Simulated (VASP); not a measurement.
# CoO (P-6m2) in VASP: notebook

CoO is run at these levels: PBE; tasks: single point, relaxation of cell and atoms.

Everything below comes from runs of VASP 6.6.1. Logs are shortened: lines on timing, memory, paths and dates and some standing lists are left out, and cuts for length are marked.

## (1) The cell of the first run

It takes space group P-6m2 (No. 187, hexagonal). Conventional cell: a = 2.828 Å, b = 2.828 Å, c = 2.722 Å, α = 90.00°, β = 90.00°, γ = 120.00°. Within 2.8 Å of Co (site symmetry -6m2) lie 6 O at 2.13 Å and 2 Co at 2.72 Å. O (site symmetry -6m2) has 6 Co at 2.13 Å and 2 O at 2.72 Å within 2.8 Å.

## (2) Single point, PBE, collinear spin, ferromagnetic start

INCAR reads:

```
SYSTEM = CoO
ALGO = Normal ; EDIFF = 1E-6
ENCUT = 520 ; GGA = PE
ISIF = 2 ; ISMEAR = 0
ISPIN = 2 ; LASPH = .TRUE.
LCHARG = .TRUE. ; LELF = .TRUE.
LMAXMIX = 4 ; LORBIT = 11
LREAL = .FALSE. ; LVHAR = .TRUE.
LWAVE = .FALSE. ; MAGMOM = 2.75 0.47
NBANDS = 18 ; NELM = 150
PREC = Accurate ; SIGMA = 0.1
```

KPOINTS reads:

```
k-points
0
G
  24 24 20
  0 0 0
```

POSCAR reads:

```
CoO
1.0
    2.8284536862      0.0000000000      0.0000000000
   -1.4142268431      2.4495127457      0.0000000000
    0.0000000000      0.0000000000      2.7217183452
Co O
1 1
Direct
    0.3333333333      0.6666666667      0.5000000000
    0.0000000000      0.0000000000      0.0000000000
```

Potentials or basis: VASP PAW PBE potentials, release 64 (Co, O).

Run with:

```sh
> cat potpaw_PBE.64/Co/POTCAR potpaw_PBE.64/O/POTCAR > POTCAR
> mpirun -np 1 vasp_std > vasp.out
```

OUTCAR:

```text
SYSTEM = CoO
   EDIFF = 1E-6
   ENCUT = 520
   GGA = PE
   ISIF = 2
   ISMEAR = 0
   ISPIN = 2
   LASPH = .TRUE.
   LORBIT = 11
   LREAL = .FALSE.
   NELM = 150
   PREC = Accurate

 ion  position               nearest neighbor table
   1  0.333  0.667  0.500-   2 2.13   2 2.13   2 2.13   2 2.13   2 2.13   2 2.13
   2  0.000  0.000  0.000-   1 2.13   1 2.13   1 2.13   1 2.13   1 2.13   1 2.13

  LATTYP: Found a hexagonal cell.
 ALAT       =     2.8284536862
 C/A-ratio  =     0.9622637127

  Lattice vectors:

 A1 = (   2.8284536862,   0.0000000000,   0.0000000000)
 A2 = (  -1.4142268431,   2.4495127457,   0.0000000000)
 A3 = (   0.0000000000,   0.0000000000,   2.7217183452)

Analysis of symmetry for initial positions (statically):
=====================================================================
 Subroutine PRICEL returns:
 Original cell was already a primitive cell.

 Routine SETGRP: Setting up the symmetry group for a
 hexagonal supercell.

 Subroutine GETGRP returns: Found 12 space group operations
 (whereof 12 operations were pure point group operations)
 out of a pool of 24 trial point group operations.

The static configuration has the point symmetry D_3h.

Analysis of symmetry for dynamics (positions and initial velocities):
=====================================================================
 Subroutine PRICEL returns:
 Original cell was already a primitive cell.

 Routine SETGRP: Setting up the symmetry group for a
 hexagonal supercell.

 Subroutine GETGRP returns: Found 12 space group operations
 (whereof 12 operations were pure point group operations)
 out of a pool of 24 trial point group operations.

The dynamic configuration has the point symmetry D_3h.

Analysis of structural, dynamic, and magnetic symmetry:
=====================================================================
 Subroutine PRICEL returns:
 Original cell was already a primitive cell.

 Routine SETGRP: Setting up the symmetry group for a
 hexagonal supercell.

 Subroutine GETGRP returns: Found 12 space group operations
 (whereof 12 operations were pure point group operations)
 out of a pool of 24 trial point group operations.

The overall configuration has the point symmetry D_3h.

 Subroutine INISYM returns: Found 12 space group operations
 (whereof 12 operations are pure point group operations),
 and found     1 'primitive' translations

----------------------------------------------------------------------------------------

                                     Primitive cell

  volume of cell :      18.8570

[... 105 lines left out ...]
   IALGO  =     38    algorithm
   IMIX   =      4    mixing-type and parameters
     AMIX     =   0.40;   BMIX     =  1.00
     AMIX_MAG =   1.60;   BMIX_MAG =  1.00
  volume/ion in A,a.u.               =       9.43        63.63
  Fermi-wavevector in a.u.,A,eV,Ry     =   1.516868  2.866466 31.305510  2.300890
  Thomas-Fermi vector in A             =   2.626200
   LORBIT       =     11    0 simple, 1 ext, 2 COOP (PROOUT), +10 PAW based schemes
   GGA     = PE    functional components
   LHFCALC =     F    Hartree Fock is set to
   AEXX    =    0.0000 exact exchange contribution
   IVDW    =     0    specifies the selected vdW correction
   LEPSILON=     F    determine dielectric tensor
   LRPA    =     F    only Hartree local field effects (RPA)
 spin polarized calculation
 Gauss-broadening in eV      SIGMA  =   0.10
  energy-cutoff  :      520.00
  volume of cell :       18.86
 maximum number of plane-waves:       518
 NGX is ok and might be reduce to    24
   NGX = 11   NGY = 11   NGZ = 11

 number of electron      15.0000002 magnetization       3.0000458

 Free energy of the ion-electron system (eV)
  ---------------------------------------------------
  ext. energy  EPLUGINS =         0.00000000
  ---------------------------------------------------
  free energy    TOTEN  =       -12.93337697 eV

  energy without entropy =      -12.91614288  energy(sigma->0) =      -12.92475992

 E-fermi :   8.2190     XC(G=0): -12.5732

 val. band max:        8.2181458176   @ k =   0.4167   0.0417   0.1000
 cond. band min:       8.2191319429   @ k =   0.1250   0.0833   0.2000
 fundamental gap:      0.0009861253
 Fermi energy:         8.2190393197

 spin component 1

 k-point     1 :       0.0000    0.0000    0.0000
  band No.  band energies     occupation
      1     -12.3048      1.00000
      2       3.2322      1.00000
      3       3.2322      1.00000
      4       3.8462      1.00000
      5       4.5609      1.00000
      6       5.2889      1.00000
[... 493 lines left out ...]
     17      37.4625      0.00000
     18      38.0625      0.00000

 [... further k-points ...]

 spin component 2

 k-point     1 :       0.0000    0.0000    0.0000
  band No.  band energies     occupation
      1     -11.6540      1.00000
      2       4.5406      1.00000
      3       4.5406      1.00000
      4       5.2450      1.00000
      5       5.5557      1.00000
      6       8.4863      0.00008
[... 493 lines left out ...]
     17      37.6748      0.00000
     18      38.7028      0.00000

 [... further k-points ...]
[... 5 lines left out ...]
  --------------------------------------------------------------------------------------
  -------------------------------------------------------------------------------------
  Total       -0.0137816     -0.0137816     -0.0735008      0.0000000      0.0000000      0.0000000
  in kB       -1.1709471     -1.1709471     -6.2449790      0.0000000      0.0000000      0.0000000
  external PRESSURE =      -2.8622911 kB  Pullay stress =       0.0000000 kB

 VOLUME and BASIS-vectors are now :
 -----------------------------------------------------------------------------
  energy-cutoff  :      520.00
  volume of cell :       18.86
      direct lattice vectors                 reciprocal lattice vectors
     2.828453686  0.000000000  0.000000000     0.353550070  0.204122228  0.000000000
    -1.414226843  2.449512746  0.000000000     0.000000000  0.408244457  0.000000000
     0.000000000  0.000000000  2.721718345     0.000000000  0.000000000  0.367414946

 POSITION                                       TOTAL-FORCE (eV/Angst)
 -----------------------------------------------------------------------------------
     -0.00000      1.63301      1.36086        -0.000000      0.000000      0.000000
      0.00000      0.00000      0.00000         0.000000      0.000000      0.000000
 -----------------------------------------------------------------------------------
    total drift:                                0.000000     -0.000000     -0.000000

  FREE ENERGIE OF THE ION-ELECTRON SYSTEM (eV)
  ---------------------------------------------------
  free  energy   TOTEN  =       -12.9333769660 eV

  energy  without entropy=      -12.9161428795  energy(sigma->0) =      -12.92475992

 total charge

# of ion       s       p       d       tot
------------------------------------------
    1        0.309   0.393   7.145   7.847
    2        1.564   3.403   0.000   4.967
--------------------------------------------------
tot          1.872   3.797   7.145  12.814

 magnetization (x)

# of ion       s       p       d       tot
------------------------------------------
    1        0.006   0.008   2.534   2.548
    2        0.026   0.381   0.000   0.407
--------------------------------------------------
tot          0.032   0.388   2.534   2.954
```

stdout:

```text
POSCAR found type information on POSCAR CoO
 POSCAR found :  2 types and       2 ions
 scaLAPACK will be used
 LDA part: xc-table for (Slater+PW92), standard interpolation
 POSCAR, INCAR and KPOINTS ok, starting setup
 FFT: planning ... GRIDC
 FFT: planning ... GRID_SOFT
 FFT: planning ... GRID
 WAVECAR not read
 entering main loop
```

Run time: 3.6 min. Hardware: 1 thread of Intel Xeon Platinum 8488C (Sapphire Rapids), shared host; peak memory 0.43 GiB.

Results:

| Quantity | Value |
| --- | --- |
| Free energy | -12.9334 eV |
| Pressure | -0.3 GPa |
| Band gap on the k mesh | zero (filled and empty bands overlap) |
| Net moment | 3.00 μB per cell |
| Site moments | Co +2.55; O +0.41 μB |
| Valence electrons inside the program's atomic spheres | Co 7.85; O 4.97 |

Caveat: a cell with one magnetic atom can't hold antiferromagnetic order, which such compounds often take; semilocal functionals often make such compounds metallic where correlation or magnetic order opens a gap, which also shifts bond lengths. With open d or f shells a metallic result of PBE can be an artefact of self-interaction; +U or a hybrid may open a gap.

## (3) Single point, PBE, collinear spin, ferromagnetic start

This run uses another cell than the first one, of 9.41 Å³/atom, 0.998 times its volume.

INCAR reads:

```
SYSTEM = CoO
PREC = Accurate
ENCUT = 520
EDIFF = 1E-6
ISMEAR = 0
SIGMA = 0.1
LREAL = .FALSE.
LASPH = .TRUE.
NELM = 150
ALGO = Normal
ISIF = 2
LWAVE = .FALSE.
LCHARG = .FALSE.
ISPIN = 2
MAGMOM = 3 0
LORBIT = 11
LMAXMIX = 4
GGA = PE
NBANDS = 18
```

KPOINTS reads:

```
regular mesh
0
G
  9 9 6
  0 0 0
```

POSCAR reads:

```
CoO
1.0
    2.8216000808      0.0000000000      0.0000000000
   -1.4108000404      2.4435773493      0.0000000000
    0.0000000000      0.0000000000      2.7281830196
Co O
1 1
Direct
    0.3333333333      0.6666666667      0.5000000000
    0.0000000000      0.0000000000      0.0000000000
```

Potentials or basis: VASP PAW PBE potentials, release 64 (Co, O).

Run with:

```sh
> cat potpaw_PBE.64/Co/POTCAR potpaw_PBE.64/O/POTCAR > POTCAR
> mpirun -np 1 vasp_std > vasp.out
```

OUTCAR:

```text
SYSTEM = CoO
   PREC = Accurate
   ENCUT = 520
   EDIFF = 1E-6
   ISMEAR = 0
   LREAL = .FALSE.
   LASPH = .TRUE.
   NELM = 150
   ISIF = 2
   ISPIN = 2
   LORBIT = 11
   GGA = PE

 ion  position               nearest neighbor table
   1  0.333  0.667  0.500-   2 2.12   2 2.12   2 2.12   2 2.12   2 2.12   2 2.12
   2  0.000  0.000  0.000-   1 2.12   1 2.12   1 2.12   1 2.12   1 2.12   1 2.12

  LATTYP: Found a hexagonal cell.
 ALAT       =     2.8216000808
 C/A-ratio  =     0.9668921681

  Lattice vectors:

 A1 = (   2.8216000808,   0.0000000000,   0.0000000000)
 A2 = (  -1.4108000404,   2.4435773493,   0.0000000000)
 A3 = (   0.0000000000,   0.0000000000,   2.7281830196)

Analysis of symmetry for initial positions (statically):
=====================================================================
 Subroutine PRICEL returns:
 Original cell was already a primitive cell.

 Routine SETGRP: Setting up the symmetry group for a
 hexagonal supercell.

 Subroutine GETGRP returns: Found 12 space group operations
 (whereof 12 operations were pure point group operations)
 out of a pool of 24 trial point group operations.

The static configuration has the point symmetry D_3h.
[... 695 lines left out ...]
      1     -11.6388      1.00000
      2       4.5882      1.00000
      3       4.5882      1.00000
      4       5.2301      1.00000
      5       5.5764      1.00000
      6       8.5117      0.00009
[... 493 lines left out ...]
     17      36.3348      0.00000
     18      39.5381      0.00000

 [... further k-points ...]
[... 5 lines left out ...]
  --------------------------------------------------------------------------------------
  -------------------------------------------------------------------------------------
  Total       -0.0030753     -0.0030753     -0.1000714      0.0000000      0.0000000      0.0000000
  in kB       -0.2619367     -0.2619367     -8.5236470      0.0000000      0.0000000      0.0000000
  external PRESSURE =      -3.0158402 kB  Pullay stress =       0.0000000 kB

 VOLUME and BASIS-vectors are now :
 -----------------------------------------------------------------------------
  energy-cutoff  :      520.00
  volume of cell :       18.81
      direct lattice vectors                 reciprocal lattice vectors
     2.821600081  0.000000000  0.000000000     0.354408836  0.204618037  0.000000000
    -1.410800040  2.443577349  0.000000000     0.000000000  0.409236074  0.000000000
     0.000000000  0.000000000  2.728183020     0.000000000  0.000000000  0.366544324

 POSITION                                       TOTAL-FORCE (eV/Angst)
 -----------------------------------------------------------------------------------
     -0.00000      1.62905      1.36409         0.000000      0.000000      0.000000
      0.00000      0.00000      0.00000        -0.000000     -0.000000      0.000000
 -----------------------------------------------------------------------------------
    total drift:                                0.000000     -0.000000     -0.000000

  FREE ENERGIE OF THE ION-ELECTRON SYSTEM (eV)
  ---------------------------------------------------
  free  energy   TOTEN  =       -12.9364168410 eV

  energy  without entropy=      -12.9205988523  energy(sigma->0) =      -12.92850785

 total charge

# of ion       s       p       d       tot
------------------------------------------
    1        0.310   0.395   7.146   7.850
    2        1.564   3.404   0.000   4.967
--------------------------------------------------
tot          1.873   3.798   7.146  12.818

 magnetization (x)

# of ion       s       p       d       tot
------------------------------------------
    1        0.006   0.007   2.533   2.546
    2        0.026   0.382   0.000   0.409
--------------------------------------------------
tot          0.032   0.390   2.533   2.955
```

Wall time 18 s (1 thread of Intel Xeon Platinum 8488C (Sapphire Rapids), shared host); peak memory 0.16 GiB.

Results:

* Free energy: -12.9364 eV
* Pressure: -0.3 GPa
* Band gap on the k mesh: zero (filled and empty bands overlap)
* Net moment: 3.00 μB per cell
* Site moments: Co +2.55; O +0.41 μB
* Valence electrons inside the program's atomic spheres: Co 7.85; O 4.97

Caveat: the k points lie up to 0.38 Å⁻¹ apart; a cell with one magnetic atom can't hold antiferromagnetic order, which such compounds often take; semilocal functionals often make such compounds metallic where correlation or magnetic order opens a gap, which also shifts bond lengths. With open d or f shells a metallic result of PBE can be an artefact of self-interaction; +U or a hybrid may open a gap.

## (4) Relaxation of cell and atoms, PBE, collinear spin, ferromagnetic start

This run uses another cell than the first one, of 10.26 Å³/atom, 1.088 times its volume.

INCAR reads:

```
  PREC = Accurate
  ENCUT = 600
  EDIFF = 1E-7
  ISMEAR = 0
  SIGMA = 0.1
  LREAL = False
  LASPH = True
  NELM = 150
  ALGO = Normal
  ISIF = 3
  LWAVE = False
  LCHARG = False
  ISPIN = 2
  MAGMOM = 3 0
  LORBIT = 11
  LMAXMIX = 4
  GGA = PE
  IBRION = 2
  NSW = 90
  EDIFFG = -0.04
```

KPOINTS reads:

```
regular mesh
0
Gamma
  9 9 6
```

POSCAR reads:

```
CoO
1.0
    2.5204819400      0.0000000000      0.0000000000
   -1.2602409700      2.1828013900      0.0000000000
    0.0000000000      0.0000000000      3.7279548900
Co O
1 1
Direct
    0.3333333300      0.6666666700      0.5000000000
    0.0000000000      0.0000000000      0.0000000000
```

Run with:

```sh
> cat potpaw_PBE.64/Co/POTCAR potpaw_PBE.64/O/POTCAR > POTCAR
> mpirun -np 1 vasp_std > vasp.out
```

Run time: 2 min. Hardware: 1 thread of Intel Xeon Platinum 8488C (Sapphire Rapids), shared host; peak memory 0.17 GiB.

The run converged. Its results:

```
Free energy                                           : -12.9391 eV
Relaxed volume                                        : 9.40 Å³/atom
Relaxed cell                                          : a = 2.825 Å, b = 2.825 Å, c = 2.720 Å, α = 90.00°, β = 90.00°, γ = 120.00°
Space group after relaxing (to 0.05 Å)                : P-6m2 (No. 187)
Energy gained by relaxing                             : 844.3 meV/atom
Ionic steps                                           : 8
Pressure after relaxing                               : 0.0 GPa
Band gap on the k mesh                                : zero (filled and empty bands overlap)
Net moment                                            : 3.00 μB per cell
Site moments                                          : Co +2.55; O +0.41 μB
Valence electrons inside the program's atomic spheres : Co 7.85; O 4.97
```

Stress tensor (GPa, compression positive):
```
-0.05  0.00  0.00
 0.00 -0.05  0.00
 0.00  0.00  0.18
```

Step by step:
```
step  energy change (eV)  largest force (eV/Å)  pressure (GPa)  volume (Å³)
   1              0.0000                0.0000          -13.95        20.51
   2             -1.4496                0.0000            7.97        17.60
   3             -1.5069                0.0000           16.39        17.13
   4             -1.5103                0.0000           21.07        16.89
   5             -1.6817                0.0000           -4.43        19.22
   6             -1.6842                0.0000           -2.04        18.91
   7             -1.6842                0.0000           -2.37        18.95
   8             -1.6887                0.0000            0.03        18.80
```

Final structure:
```
Co O
1.0
     2.82518    0.00000    0.00000
    -1.41259    2.44668    0.00000
     0.00000    0.00000    2.71996
Co O
1 1
Direct
  0.33333 0.66667 0.50000
  0.00000 0.00000 0.00000
```

Levels at points of the mesh, in eV from the Fermi level:
Spin up:
| k point | band 6 | band 7 | band 8 | band 9 | band 10 | band 11 | band 12 | band 13 |
| --- | --- | --- | --- | --- | --- | --- | --- | --- |
| (0.00, 0.00, 0.00) | -2.92 | -2.92 | -1.02 | -1.02 | 0.72 | 14.69 | 16.17 | 16.17 |
| (0.00, 0.00, 0.50) | -3.30 | -2.18 | -1.26 | -1.26 | 6.86 | 6.94 | 21.50 | 21.63 |
Spin down:
```tsv
k point	band 2	band 3	band 4	band 5	band 6	band 7	band 8	band 9	band 10	band 11
(0.00, 0.00, 0.00)	-3.69	-3.69	-2.99	-2.67	0.27	0.27	0.82	0.82	1.32	15.10
(0.00, 0.00, 0.50)	-8.29	-3.03	-3.03	-1.00	-1.00	-0.11	0.95	0.95	7.39	7.54
```

Caveat: a cell with one magnetic atom can't hold antiferromagnetic order, which such compounds often take; semilocal functionals often make such compounds metallic where correlation or magnetic order opens a gap, which also shifts bond lengths. With open d or f shells a metallic result of PBE can be an artefact of self-interaction; +U or a hybrid may open a gap.

## (5) Single point, PBE, collinear spin, ferromagnetic start

This run uses another cell than the first one, of 10.26 Å³/atom, 1.088 times its volume.

INCAR reads:

```
ALGO = Normal
EDIFF = 1E-6
ENCUT = 520
GGA = PE
ISIF = 2
ISMEAR = 0
ISPIN = 2
LASPH = True
LCHARG = False
LMAXMIX = 4
LORBIT = 11
LREAL = False
LWAVE = False
MAGMOM = 3 0
NBANDS = 18
NELM = 150
PREC = Accurate
SIGMA = 0.1
```

KPOINTS reads:

```
k-points
0
Gamma
  9 9 6
```

POSCAR is that of step 4.

Run with:

```sh
> cat potpaw_PBE.64/Co/POTCAR potpaw_PBE.64/O/POTCAR > POTCAR
> mpirun -np 1 vasp_std > vasp.out
```

It took 26 s on 1 thread of Intel Xeon Platinum 8488C (Sapphire Rapids), shared host; peak memory 0.15 GiB.

The run converged. Its results:

- Free energy: -11.2497 eV
- Pressure: -13.9 GPa
- Band gap on the k mesh: zero (filled and empty bands overlap)
- Net moment: 3.00 μB per cell
- Site moments: Co +2.22; O +0.70 μB
- Valence electrons inside the program's atomic spheres: Co 7.82; O 4.78

Stress tensor (GPa, compression positive):
```
 11.07   0.00   0.00
  0.00  11.07   0.00
  0.00   0.00 -63.80
```

Levels at points of the mesh, in eV from the Fermi level:
Spin up:
```tsv
k point	band 5	band 6	band 7	band 8	band 9	band 10	band 11	band 12	band 13	band 14
(0.00, 0.00, 0.00)	-2.91	-2.13	-2.13	-0.49	-0.23	-0.23	11.79	15.40	24.07	24.07
(0.00, 0.00, 0.50)	-2.79	-2.31	-2.31	-0.18	-0.18	3.70	7.52	18.85	22.76	26.62
```
Spin down:
```tsv
k point	band 4	band 5	band 6	band 7	band 8	band 9
(0.00, 0.00, 0.00)	-0.97	-0.97	0.68	0.68	1.03	1.43
(0.00, 0.00, 0.50)	-0.79	-0.79	0.24	0.24	1.67	1.67
```

Caveat: a cell with one magnetic atom can't hold antiferromagnetic order, which such compounds often take; semilocal functionals often make such compounds metallic where correlation or magnetic order opens a gap, which also shifts bond lengths.

(Continued in part 2 of 2.)
